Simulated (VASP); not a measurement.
Here is a VASP 6.6.1 calculation.

Contents of INCAR:

```
PREC = Accurate
ENCUT = 520
EDIFF = 1E-6
ISMEAR = 0
SIGMA = 0.01
LREAL = F
LASPH = T
NELM = 80
ALGO = Normal
ISIF = 2
LWAVE = F
LCHARG = F
GGA = PS
NBANDS = 16
```

Contents of KPOINTS:

```
Automatic mesh
0
Gamma
  8 8 8
```

Contents of POSCAR:

```
GaAs
1.0
    2.8432930248      2.8432930248      0.0000000000
   -2.8432930248      2.8432930248      0.0000000000
    0.0000000000      2.8432930248      2.8172537258
Ga As
1 1
Direct
    0.0000000000      0.0000000000      0.0000000000
    0.7500000000      0.2500000000      0.5000000000
```

Potentials or basis: VASP PAW PBE potentials, release 64 (Ga_d, As).

Run with:

```sh
$ cat potpaw_PBE.64/Ga_d/POTCAR potpaw_PBE.64/As/POTCAR > POTCAR
$ mpirun -np 1 vasp_std > vasp.out
```

**Question.** What does it give for the pressure?

**Answer.** -0.2 GPa.

**Question.** What does it give for the band gap on the k mesh?

**Answer.** 0.36 eV, direct.

Stress tensor (GPa, compression positive):
```
-0.41  0.00  0.00
 0.00 -0.41  0.00
 0.00  0.00  0.13
```

Caveat: the cell differs from its parent crystal (in-plane strain +0.005, then relaxed in part); the PAW data sets were made with another functional, which shifts forces and pressure a little.
